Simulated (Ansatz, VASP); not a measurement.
# ZrZnN: VASP beside Ansatz

```
Zr Zn N
1.0
     3.58067    0.00000    0.00000
    -1.79033    3.10095    0.00000
     0.00000    0.00000    4.73460
Zr Zn N
1 1 1
Cartesian
  0.0000 0.0000 2.3673
  0.0000 2.0673 0.0000
  1.7903 1.0336 2.3673
```

Change from the starting cell: species swapped into the TaBeB type (P-6m2, No. 187).

Alike in both runs: functional PBE; k mesh 6 × 6 × 6; occupations gaussian, width 0.1 eV; no spin polarisation.

Ansatz relaxed the structure, and its values are those at the end. VASP's run is a single point on that final structure, the one shown.

|  | VASP | Ansatz |
| --- | --- | --- |
| version | VASP 6.6.1 | Ansatz 0.2.0 |
| potentials or method | VASP PAW PBE potentials, release 64 (Zr_sv, Zn, N), cutoff 520 eV | scalar-relativistic, plane waves, PAW |
| valence electrons in the cell | 29 | 29 |

VASP gave:

* gap on the k mesh at the Fermi level (eV): none
* pressure (GPa): 0.2

Task: What did Ansatz give for the same quantities?

Result: gap on the k mesh at the Fermi level (eV): none; pressure (GPa): 0.1.

A gap of «none» marks a metal or a gap that the smearing closes. The functional is the same, so the differences come from potentials, cutoffs and numerics.
